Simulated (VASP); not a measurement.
Input of a VASP 6.6.1 run:

Contents of INCAR:

```
ALGO = Normal
EDIFF = 1E-6
EDIFFG = -0.005
ENCUT = 600
GGA = PS
IBRION = 2
ISIF = 4
ISMEAR = -1
LASPH = T
LCHARG = F
LREAL = F
LWAVE = F
NELM = 60
NSW = 50
PREC = Accurate
SIGMA = 0.08
```

KPOINTS

```
k-points
0
Gamma
  11 11 6
```

The input POSCAR:

```
Ca
1.0
    3.5458972055      0.0000000000      0.0000000000
   -1.7729486027      3.0708370591      0.0000000000
    0.0000000000      0.0000000000      5.8443809036
Ca
2
Direct
    0.3333333333      0.6666666667      0.2500000000
    0.6666666667      0.3333333333      0.7500000000
```

Potentials or basis: VASP PAW PBE potentials, release 64 (Ca_sv).

The run is started by

```console
$ cat potpaw_PBE.64/Ca_sv/POTCAR > POTCAR
$ mpirun -np 1 vasp_std > vasp.out
```

Q: Predict the band gap on the k mesh.

A: Zero (bands 10 and 11 overlap by 0.18 eV).

Step by step:
```csv
step,energy change (eV),largest force (eV/Å),pressure (GPa),volume (Å³)
1,0.0000,0.0000,6.55,63.64
2,-0.0002,0.0000,6.55,63.64
3,-0.0002,0.0000,6.55,63.64
4,-0.0003,0.0000,6.55,63.64
5,-0.0002,0.0000,6.55,63.64
```

Caveat: the PAW data sets were made with another functional, which shifts forces and pressure a little.
